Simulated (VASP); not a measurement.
Wanted: the native input for a VASP 6.6.1 run.

| Item | Value |
| --- | --- |
| Task | single point |
| Functional | PBE |
| Potentials or basis | VASP PAW PBE potentials, release 64 (V_sv) |
| Cutoff | 520 eV |
| k mesh | 12 × 12 × 12 |
| Occupations | gaussian, width 0.027 eV |
| Spin | collinear spin, ferromagnetic start |
| Starting moments | [2.0] μB |
| Dipole correction | no |
| Further INCAR settings | ALGO = Normal; EDIFF = 1e-07; NBANDS = 16 |

The structure of V lies in POSCAR:

```
V
1.0
   -1.5143500000      1.5143500000      1.5143500000
    1.5143500000     -1.5143500000      1.5143500000
    1.5143500000      1.5143500000     -1.5143500000
V
1
Direct
    0.0000000000      0.0000000000      0.0000000000
```

One way to write it, as run:

INCAR

```
PREC     = Accurate       # precision mode
ENCUT    = 520            # plane-wave cutoff, eV
EDIFF    = 1E-7           # SCF threshold, eV
ISMEAR   = 0              # smearing method
SIGMA    = 0.027000000000000003 # smearing width, eV
LREAL    = False          # projectors in reciprocal space
LASPH    = True           # aspherical terms in the spheres
NELM     = 150            # most SCF steps
ALGO     = Normal         # electronic algorithm
ISIF     = 2              # what is computed and relaxed
LWAVE    = False          # write WAVECAR
LCHARG   = False          # write CHGCAR
ISPIN    = 2              # spin polarisation
MAGMOM   = 2              # initial moments
LORBIT   = 11             # projections on sites
LMAXMIX  = 4              # l up to which the mixer works
GGA      = PE             # functional
NBANDS   = 16             # bands
```

KPOINTS

```
regular mesh
0
Gamma
  12 12 12
```

Potentials or basis: VASP PAW PBE potentials, release 64 (V_sv).

Launch:

```console
$ cat potpaw_PBE.64/V_sv/POTCAR > POTCAR
$ mpirun -np 1 vasp_std > vasp.out
```

It gave:

- Pressure: -5.1 GPa
- Net moment: 0.13 μB per cell
- Site moments: V +0.11 μB
- Valence electrons inside the program's atomic spheres: V 11.60

Caveat: the cell stands under tension; a moment this small can come from the mesh or the smearing.

Wall time 54 s on 1 thread of AMD EPYC 7R13 (shared host), peak memory 0.15 GiB.
